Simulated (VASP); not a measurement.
# Ga2O3 (C2/m) in VASP: single point with r2SCAN

Aim: the single point of Ga2O3 with r2SCAN.

Everything below comes from runs of VASP 6.6.1. Logs are shortened: lines on timing, memory, paths and dates and some standing lists are left out, and cuts for length are marked.

## Step 1: The cell of the first run

Symmetry: C2/m, No. 12, monoclinic system. Conventional cell: a = 12.255 Å, b = 3.039 Å, c = 5.808 Å, α = 90.00°, β = 103.81°, γ = 90.00°. Ga (site symmetry m) has 6 O at 1.94 to 2.08 Å within 2.6 Å. Ga (site symmetry m) has 4 O at 1.83 to 1.87 Å within 2.4 Å. Within 2.4 Å of O (site symmetry m) lie 3 Ga at 1.84 to 1.94 Å. O (site symmetry m) has 4 Ga at 1.87 to 2.08 Å within 2.5 Å. Within 2.4 Å of O (site symmetry m) lie 3 Ga at 1.83 to 1.94 Å.

## Step 2: Single point, r2SCAN

POSCAR reads:

```
Ga2O3
1.0
    6.1274133102     -1.5195579471     -0.0026133726
    6.1274133102      1.5195579471     -0.0026133726
   -1.3836386939      0.0000000000      5.6410835831
Ga O
4 6
Direct
    0.3412592123      0.3412592123      0.6855528744
    0.6587407877      0.6587407877      0.3144471256
    0.9094930863      0.9094930863      0.2052289478
    0.0905069137      0.0905069137      0.7947710522
    0.5037036315      0.5037036315      0.7437495302
    0.4962963685      0.4962963685      0.2562504698
    0.8266558524      0.8266558524      0.4364660323
    0.1733441476      0.1733441476      0.5635339677
    0.1642075762      0.1642075762      0.1091301579
    0.8357924238      0.8357924238      0.8908698421
```

INCAR.step1 reads:

```
SYSTEM = Ga2O3
ALGO     = Normal         ! electronic algorithm
EDIFF    = 1E-4           ! SCF threshold, eV
ENCUT    = 520            ! plane-wave cutoff, eV
GGA      = PE             ! functional
ISMEAR   = 0              ! smearing method
LASPH    = .True.         ! aspherical terms in the spheres
LCHARG   = .False.        ! write CHGCAR
LREAL    = .False.        ! projectors in reciprocal space
LWAVE    = .True.         ! write WAVECAR
NBANDS   = 55             ! bands
NELM     = 60             ! most SCF steps
PREC     = Accurate       ! precision mode
SIGMA    = 0.01           ! smearing width, eV
```

INCAR.step2 reads:

```
SYSTEM = Ga2O3
ALGO     = Normal         ! electronic algorithm
EDIFF    = 1E-6           ! SCF threshold, eV
ENCUT    = 520            ! plane-wave cutoff, eV
ISIF     = 2              ! what is computed and relaxed
ISMEAR   = 0              ! smearing method
ISTART   = 1            
LASPH    = .True.         ! aspherical terms in the spheres
LCHARG   = .False.        ! write CHGCAR
LMIXTAU  = .True.       
LREAL    = .False.        ! projectors in reciprocal space
LWAVE    = .False.        ! write WAVECAR
METAGGA  = R2SCAN         ! meta-GGA
NBANDS   = 55             ! bands
NELM     = 60             ! most SCF steps
PREC     = Accurate       ! precision mode
SIGMA    = 0.01           ! smearing width, eV
```

KPOINTS reads:

```
k-points
0
Gamma
  8 8 4
  0 0 0
```

Potentials or basis: VASP PAW PBE potentials, release 64 (Ga_d, O).

The run is started by

```console
$ cat potpaw_PBE.64/Ga_d/POTCAR potpaw_PBE.64/O/POTCAR > POTCAR
$ cp INCAR.step1 INCAR
$ mpirun -np 1 vasp_std > vasp.out
$ cp INCAR.step2 INCAR
$ mpirun -np 1 vasp_std > vasp.out
```

OUTCAR:

```text
SYSTEM = Ga2O3
   EDIFF = 1E-6
   ENCUT = 520
   ISIF = 2
   ISMEAR = 0
   ISTART = 1
   LASPH = .True.
   LREAL = .False.
   METAGGA = R2SCAN
   NELM = 60
   PREC = Accurate

 ion  position               nearest neighbor table
   1  0.341  0.341  0.686-   5 1.94  10 1.94  10 1.94   8 2.01   7 2.08   7 2.08
   2  0.659  0.659  0.314-   6 1.94   9 1.94   9 1.94   7 2.01   8 2.08   8 2.08
   3  0.909  0.909  0.205-  10 1.83   6 1.84   6 1.84   7 1.87
   4  0.091  0.091  0.795-   9 1.83   5 1.84   5 1.84   8 1.87
   5  0.504  0.504  0.744-   4 1.84   4 1.84   1 1.94
   6  0.496  0.496  0.256-   3 1.84   3 1.84   2 1.94
   7  0.827  0.827  0.436-   3 1.87   2 2.01   1 2.08   1 2.08
   8  0.173  0.173  0.564-   4 1.87   1 2.01   2 2.08   2 2.08
   9  0.164  0.164  0.109-   4 1.83   2 1.94   2 1.94
  10  0.836  0.836  0.891-   3 1.83   1 1.94   1 1.94

  LATTYP: Found a base centered monoclinic cell.
 ALAT       =    12.2548277350
 B/A-ratio  =     0.2479933590
 C/A-ratio  =     0.4739596670
 COS(beta)  =    -0.2386319462

  Lattice vectors:

 A1 = (   6.1274133102,  -1.5195579471,  -0.0026133726)
 A2 = (   6.1274133102,   1.5195579471,  -0.0026133726)
 A3 = (  -1.3836386939,   0.0000000000,   5.6410835831)

Analysis of symmetry for initial positions (statically):
=====================================================================
 Subroutine PRICEL returns:
 Original cell was already a primitive cell.

 Routine SETGRP: Setting up the symmetry group for a
 base centered monoclinic supercell.

 Subroutine GETGRP returns: Found  4 space group operations
 (whereof  4 operations were pure point group operations)
 out of a pool of  4 trial point group operations.

The static configuration has the point symmetry C_2h.

Analysis of symmetry for dynamics (positions and initial velocities):
=====================================================================
 Subroutine PRICEL returns:
 Original cell was already a primitive cell.

 Routine SETGRP: Setting up the symmetry group for a
 base centered monoclinic supercell.

 Subroutine GETGRP returns: Found  4 space group operations
 (whereof  4 operations were pure point group operations)
 out of a pool of  4 trial point group operations.

The dynamic configuration has the point symmetry C_2h.

 Subroutine INISYM returns: Found  4 space group operations
 (whereof  4 operations are pure point group operations),
[... 118 lines left out ...]
   ISIF   =      2    stress and relaxation
   ISYM   =      2    0-nonsym 1-usesym 2-fastsym
   POTIM  = 0.5000    time-step for ionic-motion
   TEBEG  =    0.0;   TEEND  =   0.0 temperature during run
   PSTRESS=    0.0 pullay stress
   NELECT =      88.0000    total number of electrons
   NUPDOWN=      -1.0000    fix difference up-down
   EMIN   =  10.00;   EMAX   =-10.00  energy-range for DOS
   EFERMI =   0.00;   METHOD = LEGACY
   ISMEAR =     0;   SIGMA  =   0.01  broadening in eV -4-tet -1-fermi 0-gaus
   EFERMI_NEDOS =   21; number of points for ismear=-14 and -15
   IALGO  =     38    algorithm
   IMIX   =      4    mixing-type and parameters
     AMIX     =   0.40;   BMIX     =  1.00
     AMIX_MAG =   1.60;   BMIX_MAG =  1.00
  volume/ion in A,a.u.               =      10.50        70.88
  Fermi-wavevector in a.u.,A,eV,Ry     =   1.543317  2.916447 32.406739  2.381828
  Thomas-Fermi vector in A             =   2.648997
   LORBIT       =      0    0 simple, 1 ext, 2 COOP (PROOUT), +10 PAW based schemes
   METAGGA = R2SCAN    functional components
   LHFCALC =     F    Hartree Fock is set to
   AEXX    =    0.0000 exact exchange contribution
   IVDW    =     0    specifies the selected vdW correction
   LEPSILON=     F    determine dielectric tensor
   LRPA    =     F    only Hartree local field effects (RPA)
 non-spin polarized calculation
 Gauss-broadening in eV      SIGMA  =   0.01
  energy-cutoff  :      520.00
  volume of cell :      105.04
 maximum number of plane-waves:      2850
   NGX = 23   NGY = 23   NGZ = 21

 number of electron      88.0000019 magnetization

 Free energy of the ion-electron system (eV)
  ---------------------------------------------------
  ext. energy  EPLUGINS =         0.00000000
  ---------------------------------------------------
  free energy    TOTEN  =      -102.44177503 eV

  energy without entropy =     -102.44177503  energy(sigma->0) =     -102.44177503

 E-fermi :   3.4757     XC(G=0): -12.5141

 val. band max:        3.3989231667   @ k =   0.5000   0.3750   0.5000
 cond. band min:       6.4111191699   @ k =   0.0000   0.0000   0.0000
 fundamental gap:      3.0121960032
 Fermi energy:         3.4757358578

 k-point     1 :       0.0000    0.0000    0.0000
  band No.  band energies     occupation
      1     -16.4250      2.00000
      2     -15.2734      2.00000
      3     -15.2571      2.00000
      4     -15.1319      2.00000
      5     -14.6880      2.00000
      6     -14.6620      2.00000
[... 1381 lines left out ...]
     54      15.0551      0.00000
     55      16.4141      0.00000

 [... further k-points ...]

------------------------ aborting loop because EDIFF is reached ----------------------------------------

  FORCE on cell =-STRESS in cart. coord.  units (eV):
  Direction    XX          YY          ZZ          XY          YZ          ZX
  --------------------------------------------------------------------------------------
  -------------------------------------------------------------------------------------
  Total        1.1171196      1.3289327      1.1417293      0.0000000      0.0000000      0.0308065
  in kB       17.0399651     20.2708535     17.4153498      0.0000000      0.0000000      0.4699069
  external PRESSURE =      18.2420561 kB  Pullay stress =       0.0000000 kB

 VOLUME and BASIS-vectors are now :
 -----------------------------------------------------------------------------
  energy-cutoff  :      520.00
  volume of cell :      105.04
      direct lattice vectors                 reciprocal lattice vectors
     6.127413310 -1.519557947 -0.002613373     0.081609039 -0.329043062  0.020016974
     6.127413310  1.519557947 -0.002613373     0.081609039  0.329043062  0.020016974
    -1.383638694  0.000000000  5.641083583     0.000075615  0.000000000  0.177289453

 POSITION                                       TOTAL-FORCE (eV/Angst)
 -----------------------------------------------------------------------------------
      3.23351      0.00000      3.86548         0.014452      0.000000     -0.049250
      7.63767      0.00000      1.77038        -0.014452      0.000000      0.049250
     10.86172      0.00000      1.15296        -0.018785      0.000000      0.002262
      0.00947      0.00000      4.48290         0.018785      0.000000     -0.002262
      5.14372      0.00000      4.19292        -0.077674      0.000000     -0.029154
      5.72747      0.00000      1.44294         0.077674      0.000000      0.029154
      9.52661      0.00000      2.45782        -0.030174      0.000000      0.054751
      1.34458      0.00000      3.17804         0.030174      0.000000     -0.054751
      1.86134      0.00000      0.61475         0.062658      0.000000      0.034902
      9.00985      0.00000      5.02110        -0.062658      0.000000     -0.034902
 -----------------------------------------------------------------------------------
    total drift:                                0.000000     -0.000000     -0.000000

  FREE ENERGIE OF THE ION-ELECTRON SYSTEM (eV)
  ---------------------------------------------------
  free  energy   TOTEN  =      -102.4417750250 eV

  energy  without entropy=     -102.4417750250  energy(sigma->0) =     -102.44177503
```

OSZICAR.step1:

```text
N       E                     dE             d eps       ncg     rms          rms(c)
DAV:   1     0.121408786080E+04    0.12141E+04   -0.39802E+04 10188   0.294E+03
DAV:   2     0.199014531617E+03   -0.10151E+04   -0.95078E+03  8780   0.817E+02
DAV:   3    -0.481671758663E+02   -0.24718E+03   -0.23992E+03  9842   0.260E+02
DAV:   4    -0.680589290623E+02   -0.19892E+02   -0.19667E+02 10531   0.801E+01
DAV:   5    -0.687970320372E+02   -0.73810E+00   -0.73668E+00 11084   0.158E+01    0.177E+01
DAV:   6    -0.593971191600E+02    0.93999E+01   -0.30562E+01 15764   0.622E+01    0.483E+00
DAV:   7    -0.595912377332E+02   -0.19412E+00   -0.34533E+00  9575   0.102E+01    0.348E+00
DAV:   8    -0.595789326115E+02    0.12305E-01   -0.56845E-01 12788   0.837E+00    0.140E+00
DAV:   9    -0.595389276226E+02    0.40005E-01   -0.17027E-01 12669   0.570E+00    0.252E-01
DAV:  10    -0.595406483167E+02   -0.17207E-02   -0.25283E-02 11424   0.114E+00    0.171E-01
DAV:  11    -0.595409654061E+02   -0.31709E-03   -0.28770E-03 10584   0.581E-01    0.827E-02
DAV:  12    -0.595410459163E+02   -0.80510E-04   -0.70165E-04 10572   0.389E-01
   1 F= -.59541046E+02 E0= -.59541046E+02  d E =-.655814E-28
```

It took 41 min on 1 thread of AMD EPYC 9R45 (Zen 5), shared host; peak memory 0.53 GiB.

Results:

| Item | Value |
| --- | --- |
| Free energy | -102.4418 eV |
| Pressure | 1.8 GPa |
| Largest force | 0.083 eV/Å |
| Band gap on the k mesh | 3.01 eV (least direct gap 3.04 eV) |

Forces in eV/Å, atoms in the order of the input:
```
Ga   0.014  0.000 -0.049
Ga  -0.014  0.000  0.049
Ga  -0.019  0.000  0.002
Ga   0.019  0.000 -0.002
O   -0.078  0.000 -0.029
O    0.078  0.000  0.029
O   -0.030  0.000  0.055
O    0.030  0.000 -0.055
O    0.063  0.000  0.035
O   -0.063  0.000 -0.035
```

Caveat: the PAW data sets were made with another functional, which shifts forces and pressure a little. A k mesh can miss the band edges.
